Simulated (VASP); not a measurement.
# TaN (P6/mmm) in VASP: a series of runs

The runs below take TaN through single point, with PBEsol.

Program: VASP 6.6.1. These are calculated values, not measurements. Logs are shortened: lines on timing, memory, paths and dates and some standing lists are left out, and cuts for length are marked.

## Step 1: The cell of the first run

It takes space group P6/mmm (No. 191, hexagonal). Conventional cell: a = 5.205 Å, b = 5.205 Å, c = 2.904 Å, α = 90.00°, β = 90.00°, γ = 120.00°. Within 3.4 Å of Ta (site symmetry 6/mmm) lie 6 N at 2.60 Å and 14 Ta at 2.90 to 3.34 Å. Ta (site symmetry -6m2) has 6 N at 2.09 Å and 5 Ta at 2.90 to 3.01 Å within 3.1 Å. N (site symmetry mmm) has 6 Ta at 2.09 to 2.60 Å and 6 N at 2.60 to 2.90 Å within 3.0 Å.

## Step 2: Single point, PBEsol

Input file INCAR:

```
ALGO = Normal ; EDIFF = 1E-6
ENCUT = 520 ; GGA = PS
ISIF = 2 ; ISMEAR = 0
LASPH = T ; LCHARG = F
LREAL = F ; LWAVE = F
NBANDS = 33 ; NELM = 60
PREC = Accurate ; SIGMA = 0.1
```

Input file KPOINTS:

```
k-points
0
Gamma
  9 9 12
```

Input file POSCAR:

```
TaN
1.0
    5.2050894136      0.0000000000      0.0000000000
   -2.6025447068      4.5077396612      0.0000000000
    0.0000000000      0.0000000000      2.9035873913
Ta N
3 3
Direct
    0.0000000000      0.0000000000      0.0000000000
    0.3333333333      0.6666666667      0.5000000000
    0.6666666667      0.3333333333      0.5000000000
    0.0000000000      0.5000000000      0.0000000000
    0.5000000000      0.0000000000      0.0000000000
    0.5000000000      0.5000000000      0.0000000000
```

Potentials or basis: VASP PAW PBE potentials, release 64 (Ta_pv, N).

Run with:

```sh
$ cat potpaw_PBE.64/Ta_pv/POTCAR potpaw_PBE.64/N/POTCAR > POTCAR
$ mpirun -np 1 vasp_std > vasp.out
```

OUTCAR:

```text
EDIFF = 1E-6
   ENCUT = 520
   GGA = PS
   ISIF = 2
   ISMEAR = 0
   LASPH = T
   LREAL = F
   NELM = 60
   PREC = Accurate

 ion  position               nearest neighbor table
   1  0.000  0.000  0.000-   5 2.60   5 2.60   6 2.60   4 2.60   4 2.60   6 2.60   3 3.34   3 3.34
                             2 3.34   2 3.34   2 3.34   3 3.34   2 3.34   3 3.34   2 3.34   3 3.34
   2  0.333  0.667  0.500-   4 2.09   4 2.09   5 2.09   5 2.09   6 2.09   6 2.09   3 3.01   3 3.01
                             3 3.01   1 3.34   1 3.34   1 3.34   1 3.34   1 3.34   1 3.34
   3  0.667  0.333  0.500-   4 2.09   4 2.09   5 2.09   5 2.09   6 2.09   6 2.09   2 3.01   2 3.01
                             2 3.01   1 3.34   1 3.34   1 3.34   1 3.34   1 3.34   1 3.34
   4  0.000  0.500  0.000-   2 2.09   3 2.09   2 2.09   3 2.09   1 2.60   1 2.60
   5  0.500  0.000  0.000-   2 2.09   3 2.09   2 2.09   3 2.09   1 2.60   1 2.60
   6  0.500  0.500  0.000-   2 2.09   3 2.09   2 2.09   3 2.09   1 2.60   1 2.60

  LATTYP: Found a hexagonal cell.
 ALAT       =     5.2050894136
 C/A-ratio  =     0.5578362177

  Lattice vectors:

 A1 = (   5.2050894136,   0.0000000000,   0.0000000000)
 A2 = (  -2.6025447068,   4.5077396612,   0.0000000000)
 A3 = (   0.0000000000,   0.0000000000,   2.9035873913)

Analysis of symmetry for initial positions (statically):
=====================================================================
 Subroutine PRICEL returns:
 Original cell was already a primitive cell.

 Routine SETGRP: Setting up the symmetry group for a
 hexagonal supercell.

 Subroutine GETGRP returns: Found 24 space group operations
 (whereof 24 operations were pure point group operations)
 out of a pool of 24 trial point group operations.

The static configuration has the point symmetry D_6h.

Analysis of symmetry for dynamics (positions and initial velocities):
=====================================================================
 Subroutine PRICEL returns:
 Original cell was already a primitive cell.

 Routine SETGRP: Setting up the symmetry group for a
 hexagonal supercell.

 Subroutine GETGRP returns: Found 24 space group operations
 (whereof 24 operations were pure point group operations)
 out of a pool of 24 trial point group operations.

The dynamic configuration has the point symmetry D_6h.

 Subroutine INISYM returns: Found 24 space group operations
 (whereof 24 operations are pure point group operations),
 and found     1 'primitive' translations

----------------------------------------------------------------------------------------

[... 100 lines left out ...]
   EDIFF  = 0.1E-05   stopping-criterion for ELM
   LREAL  =      F    real-space projection
   EDIFFG = 0.1E-04   stopping-criterion for IOM
   NSW    =      0    number of steps for IOM
   IBRION =     -1    ionic relax: 0-MD 1-quasi-New 2-CG
   NFREE  =      0    steps in history (QN), initial steepest desc. (CG)
   ISIF   =      2    stress and relaxation
   ISYM   =      2    0-nonsym 1-usesym 2-fastsym
   POTIM  = 0.5000    time-step for ionic-motion
   TEBEG  =    0.0;   TEEND  =   0.0 temperature during run
   PSTRESS=    0.0 pullay stress
   NELECT =      48.0000    total number of electrons
   NUPDOWN=      -1.0000    fix difference up-down
   EMIN   =  10.00;   EMAX   =-10.00  energy-range for DOS
   EFERMI =   0.00;   METHOD = LEGACY
   ISMEAR =     0;   SIGMA  =   0.10  broadening in eV -4-tet -1-fermi 0-gaus
   EFERMI_NEDOS =   21; number of points for ismear=-14 and -15
   IALGO  =     38    algorithm
   IMIX   =      4    mixing-type and parameters
     AMIX     =   0.40;   BMIX     =  1.00
     AMIX_MAG =   1.60;   BMIX_MAG =  1.00
  volume/ion in A,a.u.               =      11.35        76.62
  Fermi-wavevector in a.u.,A,eV,Ry     =   1.456737  2.752835 28.872704  2.122084
  Thomas-Fermi vector in A             =   2.573621
   LORBIT       =      0    0 simple, 1 ext, 2 COOP (PROOUT), +10 PAW based schemes
   GGA     = PS    functional components
   LHFCALC =     F    Hartree Fock is set to
   AEXX    =    0.0000 exact exchange contribution
   IVDW    =     0    specifies the selected vdW correction
   LEPSILON=     F    determine dielectric tensor
   LRPA    =     F    only Hartree local field effects (RPA)
 non-spin polarized calculation
 Gauss-broadening in eV      SIGMA  =   0.10
  energy-cutoff  :      520.00
  volume of cell :       68.13
 maximum number of plane-waves:      1858
 NGX is ok and might be reduce to    40
   NGX = 19   NGY = 19   NGZ = 11

 number of electron      47.9999998 magnetization

 Free energy of the ion-electron system (eV)
  ---------------------------------------------------
  ext. energy  EPLUGINS =         0.00000000
  ---------------------------------------------------
  free energy    TOTEN  =       -68.71276297 eV

  energy without entropy =      -68.71110399  energy(sigma->0) =      -68.71193348

 E-fermi :   8.0353     XC(G=0): -13.1719

 val. band max:        7.9311552564   @ k =   0.1111   0.0000   0.2500
 cond. band min:       8.0579760918   @ k =   0.2222   0.0000   0.2500
 fundamental gap:      0.1268208354
 Fermi energy:         8.0353157834

 k-point     1 :       0.0000    0.0000    0.0000
  band No.  band energies     occupation
      1     -28.1386      2.00000
      2     -28.1386      2.00000
      3     -27.7551      2.00000
      4     -27.7551      2.00000
      5     -27.5262      2.00000
      6     -27.4267      2.00000
[... 853 lines left out ...]
     32      11.3729      0.00000
     33      11.3731      0.00000

 [... further k-points ...]
[... 5 lines left out ...]
  --------------------------------------------------------------------------------------
  -------------------------------------------------------------------------------------
  Total        0.3444140      0.3444140      0.4593053      0.0000000     -0.0000000      0.0000000
  in kB        8.0997093      8.0997093     10.8016505      0.0000000     -0.0000000      0.0000000
  external PRESSURE =       9.0003564 kB  Pullay stress =       0.0000000 kB

 VOLUME and BASIS-vectors are now :
 -----------------------------------------------------------------------------
  energy-cutoff  :      520.00
  volume of cell :       68.13
      direct lattice vectors                 reciprocal lattice vectors
     5.205089414  0.000000000  0.000000000     0.192119658  0.110920336  0.000000000
    -2.602544707  4.507739661  0.000000000     0.000000000  0.221840673  0.000000000
     0.000000000  0.000000000  2.903587391     0.000000000  0.000000000  0.344401551

 POSITION                                       TOTAL-FORCE (eV/Angst)
 -----------------------------------------------------------------------------------
      0.00000      0.00000      0.00000         0.000000      0.000000      0.000000
     -0.00000      3.00516      1.45179        -0.000000      0.000000      0.000000
      2.60254      1.50258      1.45179         0.000000     -0.000000      0.000000
     -1.30127      2.25387      0.00000         0.000000      0.000000      0.000000
      2.60254      0.00000      0.00000         0.000000      0.000000      0.000000
      1.30127      2.25387      0.00000         0.000000      0.000000      0.000000
 -----------------------------------------------------------------------------------
    total drift:                               -0.000000      0.000000     -0.000000

  FREE ENERGIE OF THE ION-ELECTRON SYSTEM (eV)
  ---------------------------------------------------
  free  energy   TOTEN  =       -68.7127629673 eV

  energy  without entropy=      -68.7111039933  energy(sigma->0) =      -68.71193348
```

OSZICAR:

```text
N       E                     dE             d eps       ncg     rms          rms(c)
DAV:   1     0.439486445142E+03    0.43949E+03   -0.25992E+04  5544   0.152E+03
DAV:   2    -0.490647972520E+02   -0.48855E+03   -0.46354E+03  6336   0.446E+02
DAV:   3    -0.780747696513E+02   -0.29010E+02   -0.28381E+02  6836   0.105E+02
DAV:   4    -0.786879749735E+02   -0.61321E+00   -0.60833E+00  6940   0.147E+01
DAV:   5    -0.787026101755E+02   -0.14635E-01   -0.14616E-01  7148   0.178E+00    0.463E+01
DAV:   6    -0.693221421086E+02    0.93805E+01   -0.44556E+01  7136   0.370E+01    0.201E+01
DAV:   7    -0.689111712000E+02    0.41097E+00   -0.35096E+00  7133   0.138E+01    0.114E+01
DAV:   8    -0.687480111906E+02    0.16316E+00   -0.67002E-01  6924   0.510E+00    0.372E+00
DAV:   9    -0.687144567327E+02    0.33554E-01   -0.84556E-02  6876   0.275E+00    0.460E-01
DAV:  10    -0.687131809424E+02    0.12758E-02   -0.18115E-02  7158   0.738E-01    0.211E-01
DAV:  11    -0.687127889510E+02    0.39199E-03   -0.30722E-03  6977   0.355E-01    0.517E-02
DAV:  12    -0.687127640925E+02    0.24858E-04   -0.23054E-04  6946   0.101E-01    0.200E-02
DAV:  13    -0.687127627652E+02    0.13273E-05   -0.10760E-05  6866   0.237E-02    0.473E-03
DAV:  14    -0.687127629673E+02   -0.20211E-06   -0.11802E-06  4232   0.661E-03
   1 F= -.68712763E+02 E0= -.68711933E+02  d E =-.165897E-02
```

Run time: 4.4 min. Hardware: 1 thread of Intel Xeon 8259CL, shared host; peak memory 0.29 GiB.

Results:

| Item | Value |
| --- | --- |
| Free energy | -68.7128 eV |
| Pressure | 0.9 GPa |
| Band gap on the k mesh | zero (bands 24 and 25 overlap by 2.23 eV) |

Stress tensor (GPa, compression positive):
```
0.81 0.00 0.00
0.00 0.81 0.00
0.00 0.00 1.08
```

Caveat: the PAW data sets were made with another functional, which shifts forces and pressure a little; spin-orbit coupling is left out, which moves the levels of the heavy elements.

(Part 1 of 2 ends here.)

The gap in the log of VASP goes by the Fermi energy; the results here count the filled bands.